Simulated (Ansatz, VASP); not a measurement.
**Ba2ZrO3 in VASP and in Ansatz**

The input INCAR:

```
SYSTEM = Ba2ZrO3
PREC = Accurate
ENCUT = 520
EDIFF = 1E-6
ISMEAR = 0
SIGMA = 0.1
LREAL = .False.
LASPH = .True.
NELM = 80
ALGO = Normal
ISIF = 2
LWAVE = .False.
LCHARG = .False.
GGA = PE
NBANDS = 34
```

File KPOINTS:

```
regular mesh
0
Gamma
  6 6 4
  0 0 0
```

Contents of POSCAR:

```
Ba2ZrO3
1.0
    5.6518010700      0.0000000000      0.0000000000
   -2.8259005400      4.8946033100      0.0000000000
    0.0000000000      0.0000000000      3.9696529900
Ba Zr O
2 1 3
Direct
    0.6666666700      0.3333333300      0.9631379800
    0.3333333300      0.6666666700      0.9631379800
    0.0000000000      0.0000000000      0.8888130200
    0.5000000000      0.5000000000      0.4595159900
    0.5000000000      0.0000000000      0.4595159900
    0.0000000000      0.5000000000      0.4595159900
```

Input for Ansatz:

```yaml
crystal:
  lattice:
    - [5.65180107, 0.0, 0.0]
    - [-2.82590054, 4.89460331, 0.0]
    - [0.0, 0.0, 3.96965299]
  atoms:
    - { symbol: Ba, position: [0.66666667, 0.33333333, 0.96313798] }
    - { symbol: Ba, position: [0.33333333, 0.66666667, 0.96313798] }
    - { symbol: Zr, position: [0.0, 0.0, 0.88881302] }
    - { symbol: O, position: [0.5, 0.5, 0.45951599] }
    - { symbol: O, position: [0.5, 0.0, 0.45951599] }
    - { symbol: O, position: [0.0, 0.5, 0.45951599] }
basis:
  ecutwfc: 420
kpoints:
  mp_grid: { grid: [6, 6, 4] }
hamiltonian:
  xc: pbe
scf:
  occupations: { method: gaussian, width: 0.1 }
  lower_state_search: "off"
output:
  forces: true
  stress: true
  eigenvalues: true
```

Change from the starting cell: species swapped into the ErCo3Ge2 type (P6mm, No. 183).

Alike in both runs: task single point; functional PBE; k mesh 6 × 6 × 4; occupations gaussian, width 0.1 eV; no spin polarisation.

```csv
,VASP,Ansatz
version,VASP 6.6.1,Ansatz 0.2.0
potentials or method,"VASP PAW PBE potentials, release 64 (Ba_sv, Zr_sv, O), cutoff 520 eV","scalar-relativistic, plane waves, PAW"
valence electrons in the cell,50,50
```

|  | VASP | Ansatz | Ansatz less VASP |
| --- | --- | --- | --- |
| gap on the k mesh at the Fermi level (eV) | none | none | - |
| pressure (GPa) | 10.0 | 6.6 | -3.40 |
| traceless stress, the component that is largest in VASP (GPa) | -21.19 | -21.87 | -0.680 |
| rms of the force components (eV/Å) | 0.388 | 0.379 | -0.0083 |

Atom by atom the forces differ by 0.009 eV/Å (rms over components). A gap of «none» marks a metal or a gap that the smearing closes. The functional is the same, so the differences come from potentials, cutoffs and numerics.

The k mesh is coarse, so the values compare programs but aren't converged. Neither program's run includes spin-orbit coupling.
